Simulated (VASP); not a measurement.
Set up this calculation in VASP 6.6.1, as the native input.

```
Task                   : single point
Functional             : PBE
Potentials or basis    : VASP PAW PBE potentials, release 64 (Cu)
Cutoff                 : 600 eV
k mesh                 : 6 × 6 × 6
Occupations            : gaussian, width 0.1 eV
Spin                   : no spin polarisation
Dipole correction      : no
Further INCAR settings : ALGO = Normal; EDIFF = 1e-06; NBANDS = 12
```

The structure of Cu lies in POSCAR:

```
Cu
1.0
    0.0000000000      1.8360000000      1.8360000000
    1.8360000000      0.0000000000      1.8360000000
    1.8360000000      1.8360000000      0.0000000000
Cu
1
Direct
    0.0000000000      0.0000000000      0.0000000000
```

The input as run:

INCAR

```
SYSTEM = Cu
  PREC = Accurate
  ENCUT = 600
  EDIFF = 1E-6
  ISMEAR = 0
  SIGMA = 0.1
  LREAL = .False.
  LASPH = .True.
  NELM = 120
  ALGO = Normal
  ISIF = 2
  LWAVE = .False.
  LCHARG = .False.
  GGA = PE
  NBANDS = 12
  GGA_COMPAT = .False.
```

KPOINTS

```
Automatic mesh
0
Gamma
  6 6 6
  0 0 0
```

Potentials or basis: VASP PAW PBE potentials, release 64 (Cu).

The run is started by

```sh
$ cat potpaw_PBE.64/Cu/POTCAR > POTCAR
$ mpirun -np 1 vasp_std > vasp.out
```

It gave:

| Quantity | Value |
| --- | --- |
| Pressure | -2.9 GPa |

Caveat: the k points lie up to 0.49 Å⁻¹ apart.

Wall time 8.7 s on 1 thread of Intel Xeon 8259CL (shared host), peak memory 0.13 GiB.
